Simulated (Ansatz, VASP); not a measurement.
Two plane-wave programs on BaTiO3

```
Ba Ti O
1.0
     3.98410    0.00000    0.00000
     0.00000    2.83705    2.84580
     0.00000   -2.83705    2.84580
Ba Ti O
1 1 3
Direct
  0.00000 0.00000 0.00000
  0.50000 0.50790 0.50790
  0.00000 0.49210 0.49210
  0.50000 0.50251 0.99371
  0.50000 0.99371 0.50251
```

Alike in both runs: task electric field gradients; functional PBE; k mesh 8 × 8 × 8; occupations fermi-dirac, width 0.05 eV; no spin polarisation.

|  | VASP | Ansatz |
| --- | --- | --- |
| version | VASP 6.6.1 | Ansatz 0.2.0 |
| potentials or method | VASP PAW PBE potentials, release 64 (Ba_sv, Ti_sv, O_h) | PAW with Ansatz's default frozen-core files, scalar-relativistic |
| plane-wave cutoff (eV) | 910 | 420 |
| valence electrons in the cell | 40 | 40 |

|  | VASP | Ansatz | Ansatz less VASP |
| --- | --- | --- | --- |
| gap on the k mesh at the Fermi level (eV) | 1.80 | 1.86 | +0.059 |
| rms of the force components (eV/Å) | 0.090 | 0.093 | +0.0024 |
| size of Vzz on the site where it differs most (V/Å²) | 24.3 | 25.2 | +0.88 |

Atom by atom the forces differ by 0.006 eV/Å (rms over components). The functional is the same, so the differences come from potentials, cutoffs and numerics.

Neither program's run includes spin-orbit coupling. Noted on VASP's run: the cutoff is under 1.25 times that of the potentials, so the pressure is a little rough.
